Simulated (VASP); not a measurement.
CdTe:

```
CELL_PARAMETERS angstrom
0.00000 3.18349 3.18349
3.18349 0.00000 3.18349
3.18349 3.18349 0.00000
ATOMIC_POSITIONS crystal
Te 0.75000 0.75000 0.75000
Cd 0.00000 0.00000 0.00000
```

Base run:

| Item | Value |
| --- | --- |
| Program | VASP 6.6.1 |
| Functional | revPBE |
| Dispersion | D4 |
| Potentials or basis | VASP PAW PBE potentials, release 64 (Te, Cd) |
| Cutoff | 520 eV |
| k mesh | 7 × 7 × 7 |
| Occupations | fermi-dirac, width 0.05 eV |
| Spin | no spin polarisation |

Its results: band gap on the k mesh 1.05 eV, direct; pressure 3.3 GPa.

Question: The run is repeated on the same cell with these changes: functional from revPBE to RPBE; dispersion from D4 to D3(BJ). What comes out?

Answer: Band gap on the k mesh 1.09 eV, direct; pressure -1.9 GPa.

Several settings changed at once, so the effect can't be laid on one alone.

Caveats: the PAW data sets were made with another functional, which shifts forces and pressure a little; spin-orbit coupling is left out, which moves the levels of the heavy elements.

